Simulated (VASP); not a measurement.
# SnSe in VASP: single point with LDA

Aim: the single point of SnSe with LDA.

All numbers are computed with VASP 6.6.1; they aren't measurements. Logs are shortened: lines on timing, memory, paths and dates and some standing lists are left out, and cuts for length are marked.

## 1. The cell of the first run

The cell holds a slab with vacuum, 4 atoms: a = 4.190 Å, b = 4.190 Å, c = 10.980 Å, α = 90.00°, β = 90.00°, γ = 90.00°.

## 2. Single point, LDA (all Sn atoms moved +0.075 Å, as atom 1 along Cartesian [1 1 0])

Input file INCAR:

```
SYSTEM = SnSe
PREC     = Accurate       ! precision mode
ENCUT    = 500            ! plane-wave cutoff, eV
EDIFF    = 1E-6           ! SCF threshold, eV
ISMEAR   = 0              ! smearing method
SIGMA    = 0.05           ! smearing width, eV
LREAL    = .FALSE.        ! projectors in reciprocal space
LASPH    = .TRUE.         ! aspherical terms in the spheres
NELM     = 120            ! most SCF steps
ALGO     = Normal         ! electronic algorithm
ISIF     = 2              ! what is computed and relaxed
LWAVE    = .FALSE.        ! write WAVECAR
LCHARG   = .FALSE.        ! write CHGCAR
NBANDS   = 28             ! bands
GGA_COMPAT= .FALSE.
```

Input file KPOINTS:

```
regular mesh
0
G
  6 6 4
  0 0 0
```

Input file POSCAR:

```
SnSe
1.0
    4.1898989379      0.0000000000      0.0000000000
    0.0000000000      4.1898989379      0.0000000000
    0.0000000000      0.0000000000     10.9796229414
Sn Se
2 2
Direct
    0.5126573479      0.0126573479      0.3781633338
    0.0126573479      0.5126573479      0.6218366662
    0.5000000000      0.0000000000      0.6217782129
    0.0000000000      0.5000000000      0.3782217871
```

Potentials or basis: VASP PAW LDA potentials, release 64 (Sn_d, Se).

The run is started by

```bash
> cat potpaw_LDA.64/Sn_d/POTCAR potpaw_LDA.64/Se/POTCAR > POTCAR
> mpirun -np 1 vasp_std > vasp.out
```

OUTCAR:

```text
SYSTEM = SnSe
   PREC = Accurate
   ENCUT = 500
   EDIFF = 1E-6
   ISMEAR = 0
   LREAL = .FALSE.
   LASPH = .TRUE.
   NELM = 120
   ISIF = 2

 ion  position               nearest neighbor table
   1  0.513  0.013  0.378-   3 2.68   4 2.89   4 2.96   4 2.96   4 3.04
   2  0.013  0.513  0.622-   4 2.68   3 2.89   3 2.96   3 2.96   3 3.04
   3  0.500  0.000  0.622-   1 2.68   2 2.89   2 2.96   2 2.96   2 3.04
   4  0.000  0.500  0.378-   2 2.68   1 2.89   1 2.96   1 2.96   1 3.04

  LATTYP: Found a simple tetragonal cell.
 ALAT       =     4.1898989379
 C/A-ratio  =     2.6204982755

  Lattice vectors:

 A1 = (   4.1898989379,   0.0000000000,   0.0000000000)
 A2 = (   0.0000000000,   4.1898989379,   0.0000000000)
 A3 = (   0.0000000000,   0.0000000000,  10.9796229414)

Analysis of symmetry for initial positions (statically):
=====================================================================
 Subroutine PRICEL returns:
 Original cell was already a primitive cell.

 Routine SETGRP: Setting up the symmetry group for a
 simple tetragonal supercell.

 Subroutine GETGRP returns: Found  4 space group operations
 (whereof  2 operations were pure point group operations)
 out of a pool of 16 trial point group operations.

The static configuration has the point symmetry C_2 .
 The point group associated with its full space group is C_2v.

Analysis of symmetry for dynamics (positions and initial velocities):
=====================================================================
 Subroutine PRICEL returns:
 Original cell was already a primitive cell.

 Routine SETGRP: Setting up the symmetry group for a
 simple tetragonal supercell.

 Subroutine GETGRP returns: Found  4 space group operations
 (whereof  2 operations were pure point group operations)
 out of a pool of 16 trial point group operations.

The dynamic configuration has the point symmetry C_2 .
 The point group associated with its full space group is C_2v.

 Subroutine INISYM returns: Found  4 space group operations
 (whereof  2 operations are pure point group operations),
 and found     1 'primitive' translations

----------------------------------------------------------------------------------------

                                     Primitive cell

  volume of cell :     192.7501

  direct lattice vectors                    reciprocal lattice vectors
     4.189898938  0.000000000  0.000000000     0.238669241  0.000000000  0.000000000
     0.000000000  4.189898938  0.000000000     0.000000000  0.238669241  0.000000000
     0.000000000  0.000000000 10.979622941     0.000000000  0.000000000  0.091077809

  length of vectors
     4.189898938  4.189898938 10.979622941     0.238669241  0.238669241  0.091077809

  position of ions in fractional coordinates (direct lattice)
     0.512657348  0.012657348  0.378163334
     0.012657348  0.512657348  0.621836666
     0.500000000  0.000000000  0.621778213
     0.000000000  0.500000000  0.378221787

  ion indices of the primitive-cell ions
   primitive index   ion index
                 1           1
                 2           2
                 3           3
                 4           4

----------------------------------------------------------------------------------------

 KPOINTS: regular mesh

Automatic generation of k-mesh.
 Grid dimensions read from file:
 generate k-points for:    6    6    4

 Generating k-lattice:

  Cartesian coordinates                     Fractional coordinates (reciprocal lattice)
     0.039778207  0.000000000  0.000000000     0.166666667  0.000000000  0.000000000
     0.000000000  0.039778207  0.000000000     0.000000000  0.166666667  0.000000000
     0.000000000  0.000000000  0.022769452     0.000000000  0.000000000  0.250000000

  Length of vectors
     0.039778207  0.039778207  0.022769452

  Shift w.r.t. Gamma in fractional coordinates (k-lattice)
     0.000000000  0.000000000  0.000000000

 Subroutine IBZKPT returns following result:
 ===========================================

 Found     39 irreducible k-points:

 Following reciprocal coordinates:
            Coordinates               Weight
  0.000000  0.000000  0.000000      1.000000
  0.166667  0.000000  0.000000      4.000000
  0.333333  0.000000  0.000000      4.000000
  0.500000  0.000000  0.000000      2.000000
  0.166667  0.166667  0.000000      2.000000
 -0.166667  0.166667  0.000000      2.000000
[... 16 lines left out ...]
  0.333333  0.333333  0.250000      4.000000
 -0.333333  0.333333  0.250000      4.000000
 [... further k-points ...]
   k-points           NKPTS =     39   k-points in BZ     NKDIM =     39   number of bands    NBANDS=     28
   number of dos      NEDOS =    301   number of ions     NIONS =      4
   total plane-waves  NPLWV =  81920
   dimension x,y,z NGX =    32 NGY =   32 NGZ =   80
   dimension x,y,z NGXF=    64 NGYF=   64 NGZF=  160
   ions per type =               2   2
   NGX,Y,Z   is equivalent  to a cutoff of  12.70, 12.70, 12.11 a.u.
   NGXF,Y,Z  is equivalent  to a cutoff of  25.39, 25.39, 24.23 a.u.
 SYSTEM =  SnSe
   PREC   = accura    normal or accurate (medium, high low for compatibility)
   ISTART =      0    job   : 0-new  1-cont  2-samecut
   ICHARG =      2    charge: 1-file 2-atom 10-const
   ISPIN  =      1    spin polarized calculation?
   LNONCOLLINEAR =      F non collinear calculations
   LSORBIT =      F    spin-orbit coupling
   LASPH  =      T    aspherical Exc in radial PAW
   ENCUT  =  500.0 eV  36.75 Ry    6.06 a.u.   7.64  7.64 20.02*2*pi/ulx,y,z
   NELM   =    120;   NELMIN=  2; NELMDL= -5     # of ELM steps
   EDIFF  = 0.1E-05   stopping-criterion for ELM
   LREAL  =      F    real-space projection
   EDIFFG = 0.1E-04   stopping-criterion for IOM
   NSW    =      0    number of steps for IOM
   IBRION =     -1    ionic relax: 0-MD 1-quasi-New 2-CG
   NFREE  =      0    steps in history (QN), initial steepest desc. (CG)
   ISIF   =      2    stress and relaxation
   ISYM   =      2    0-nonsym 1-usesym 2-fastsym
   POTIM  = 0.5000    time-step for ionic-motion
   TEBEG  =    0.0;   TEEND  =   0.0 temperature during run
   PSTRESS=    0.0 pullay stress
   NELECT =      40.0000    total number of electrons
   NUPDOWN=      -1.0000    fix difference up-down
   EMIN   =  10.00;   EMAX   =-10.00  energy-range for DOS
   EFERMI =   0.00;   METHOD = LEGACY
   ISMEAR =     0;   SIGMA  =   0.05  broadening in eV -4-tet -1-fermi 0-gaus
   EFERMI_NEDOS =   21; number of points for ismear=-14 and -15
   IALGO  =     38    algorithm
   IMIX   =      4    mixing-type and parameters
     AMIX     =   0.40;   BMIX     =  1.00
     AMIX_MAG =   1.60;   BMIX_MAG =  1.00
  volume/ion in A,a.u.               =      48.19       325.19
  Fermi-wavevector in a.u.,A,eV,Ry     =   0.969237  1.831592 12.781590  0.939420
  Thomas-Fermi vector in A             =   2.099273
   LORBIT       =      0    0 simple, 1 ext, 2 COOP (PROOUT), +10 PAW based schemes
   GGA     = CA    functional components
   LHFCALC =     F    Hartree Fock is set to
   AEXX    =    0.0000 exact exchange contribution
   IVDW    =     0    specifies the selected vdW correction
   LEPSILON=     F    determine dielectric tensor
   LRPA    =     F    only Hartree local field effects (RPA)
 non-spin polarized calculation
 Gauss-broadening in eV      SIGMA  =   0.05
  energy-cutoff  :      500.00
  volume of cell :      192.75
 maximum number of plane-waves:      4921
 NGX is ok and might be reduce to    32
   NGX = 15   NGY = 15   NGZ = 41

 number of electron      40.0000001 magnetization

 Free energy of the ion-electron system (eV)
  ---------------------------------------------------
  ext. energy  EPLUGINS =         0.00000000
  ---------------------------------------------------
  free energy    TOTEN  =       -18.49187927 eV

  energy without entropy =      -18.49187927  energy(sigma->0) =      -18.49187927

 E-fermi :   1.0556     XC(G=0):  -6.3482

 val. band max:        0.8218807961   @ k =   0.3333   0.0000   0.5000
 cond. band min:       2.2774221842   @ k =  -0.1667   0.3333   0.5000
 fundamental gap:      1.4555413881
 Fermi energy:         1.0556330922

 k-point     1 :       0.0000    0.0000    0.0000
  band No.  band energies     occupation
      1     -20.2593      2.00000
      2     -20.2336      2.00000
      3     -20.2302      2.00000
      4     -20.2247      2.00000
      5     -20.2197      2.00000
      6     -20.2186      2.00000
[... 20 lines left out ...]
     27       6.4305      0.00000
     28       6.6184      0.00000

 k-point     2 :       0.1667    0.0000    0.0000
  band No.  band energies     occupation
      1     -20.2544      2.00000
      2     -20.2326      2.00000
      3     -20.2301      2.00000
      4     -20.2241      2.00000
      5     -20.2232      2.00000
      6     -20.2180      2.00000
[... 20 lines left out ...]
     27       5.9328      0.00000
     28       6.2324      0.00000

 k-point     3 :       0.3333    0.0000    0.0000
  band No.  band energies     occupation
      1     -20.2440      2.00000
      2     -20.2370      2.00000
      3     -20.2324      2.00000
      4     -20.2260      2.00000
      5     -20.2212      2.00000
      6     -20.2139      2.00000
[... 20 lines left out ...]
     27       5.6414      0.00000
     28       7.2701      0.00000

 k-point     4 :       0.5000    0.0000    0.0000
  band No.  band energies     occupation
      1     -20.2381      2.00000
      2     -20.2381      2.00000
      3     -20.2331      2.00000
      4     -20.2331      2.00000
      5     -20.2144      2.00000
      6     -20.2144      2.00000
[... 578 lines left out ...]
     27       6.6962      0.00000
     28       6.7280      0.00000

 k-point    23 :       0.3333    0.3333    0.2500
  band No.  band energies     occupation
      1     -20.2565      2.00000
      2     -20.2533      2.00000
      3     -20.2197      2.00000
      4     -20.2183      2.00000
      5     -20.2160      2.00000
      6     -20.2088      2.00000
[... 20 lines left out ...]
     27       6.5076      0.00000
     28       6.8784      0.00000

 k-point    24 :      -0.3333    0.3333    0.2500
  band No.  band energies     occupation
      1     -20.2556      2.00000
      2     -20.2541      2.00000
      3     -20.2226      2.00000
      4     -20.2170      2.00000
      5     -20.2127      2.00000
      6     -20.2099      2.00000
[... 20 lines left out ...]
     27       6.5032      0.00000
     28       6.9014      0.00000

 [... further k-points ...]

------------------------ aborting loop because EDIFF is reached ----------------------------------------

  FORCE on cell =-STRESS in cart. coord.  units (eV):
  Direction    XX          YY          ZZ          XY          YZ          ZX
  --------------------------------------------------------------------------------------
  -------------------------------------------------------------------------------------
  Total        0.1515026      0.1515026      0.1178368      0.0636243      0.0000000      0.0000000
  in kB        1.2593198      1.2593198      0.9794829      0.5288583      0.0000000      0.0000000
  external PRESSURE =       1.1660408 kB  Pullay stress =       0.0000000 kB

 VOLUME and BASIS-vectors are now :
 -----------------------------------------------------------------------------
  energy-cutoff  :      500.00
  volume of cell :      192.75
      direct lattice vectors                 reciprocal lattice vectors
     4.189898938  0.000000000  0.000000000     0.238669241  0.000000000  0.000000000
     0.000000000  4.189898938  0.000000000     0.000000000  0.238669241  0.000000000
     0.000000000  0.000000000 10.979622941     0.000000000  0.000000000  0.091077809

 POSITION                                       TOTAL-FORCE (eV/Angst)
 -----------------------------------------------------------------------------------
      2.14798      0.05303      4.15209        -0.013456     -0.013456     -0.030554
      0.05303      2.14798      6.82753        -0.013456     -0.013456      0.030554
      2.09495      0.00000      6.82689         0.013456      0.013456      0.022736
      0.00000      2.09495      4.15273         0.013456      0.013456     -0.022736
 -----------------------------------------------------------------------------------
    total drift:                               -0.000863     -0.000863      0.000002

  FREE ENERGIE OF THE ION-ELECTRON SYSTEM (eV)
  ---------------------------------------------------
  free  energy   TOTEN  =       -18.4918792687 eV

  energy  without entropy=      -18.4918792687  energy(sigma->0) =      -18.49187927
```

Wall time 4.5 min (1 thread of Intel Xeon 8259CL, shared host); peak memory 0.33 GiB.

Results:

- Free energy: -18.4919 eV
- Largest force: 0.036 eV/Å
- Band gap on the k mesh: 1.46 eV (least direct gap 1.51 eV)

Forces in eV/Å, atoms in the order of the input:
```
Sn  -0.013 -0.013 -0.031
Sn  -0.013 -0.013  0.031
Se   0.013  0.013  0.023
Se   0.013  0.013 -0.023
```

Levels at points of the mesh, in eV from the valence-band top:
| k point | band 18 | band 19 | band 20 | band 21 | band 22 | band 23 |
| --- | --- | --- | --- | --- | --- | --- |
| (0.00, 0.00, 0.00) | -1.98 | -1.97 | -0.56 | 1.61 | 3.52 | 3.75 |
| (0.50, 0.00, 0.00) | -1.66 | -0.10 | -0.10 | 1.50 | 1.50 | 2.00 |
| (0.50, 0.50, 0.00) | -3.64 | -1.82 | -1.82 | 3.52 | 3.58 | 4.47 |
| (0.00, 0.00, 0.50) | -1.98 | -1.97 | -0.56 | 1.48 | 3.52 | 4.64 |
| (0.50, 0.00, 0.50) | -1.66 | -0.10 | -0.10 | 1.50 | 1.50 | 2.00 |
| (0.50, 0.50, 0.50) | -3.64 | -1.82 | -1.81 | 3.49 | 3.55 | 4.51 |

Caveat: the cell differs from its parent crystal (all Sn atoms moved +0.075 Å, as atom 1 along Cartesian [1 1 0]); spin-orbit coupling is left out, which moves the levels of the heavy elements.
